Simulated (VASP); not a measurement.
# Al: single point with PBEsol

The system is Al.

```
Al
1.0
     2.02506   -2.02053   -0.04152
     2.02506    2.02053   -0.04152
    -1.98096    0.00000    2.05539
Al
1
Direct
  0.50000 0.50000 0.50000
```

```
Program                : VASP 6.6.1
Task                   : single point
Functional             : PBEsol
Potentials or basis    : VASP PAW PBE potentials, release 64 (Al)
Cutoff                 : 520 eV
k mesh                 : 24 × 24 × 26
Occupations            : gaussian, width 0.1 eV
Spin                   : no spin polarisation
Dipole correction      : no
Further INCAR settings : ALGO = Fast; EDIFF = 1e-06; NBANDS = 8
```

* Pressure: -1.5 GPa

Levels at points of the mesh, in eV from the Fermi level:
```csv
k point,band 1,band 2,band 3,band 4,band 5
"(0.00, 0.00, 0.00)",-11.15,12.55,12.58,12.62,14.06
"(0.50, 0.00, 0.00)",-4.62,-4.40,11.34,11.37,11.46
"(0.50, 0.50, 0.00)",-2.94,-1.63,5.24,5.55,5.61
"(0.00, 0.00, 0.50)",-2.89,-1.57,5.20,5.51,5.53
"(0.50, 0.00, 0.50)",-4.61,-4.38,11.32,11.36,11.43
"(0.50, 0.50, 0.50)",-2.97,-1.68,5.27,5.61,5.63
```

Wall time 2.3 min on 1 thread of Intel(R) Xeon(R) 6975P-C (Granite Rapids), with other jobs on the host, peak memory 0.53 GiB.

Caveat: the PAW data sets were made with another functional, which shifts forces and pressure a little.
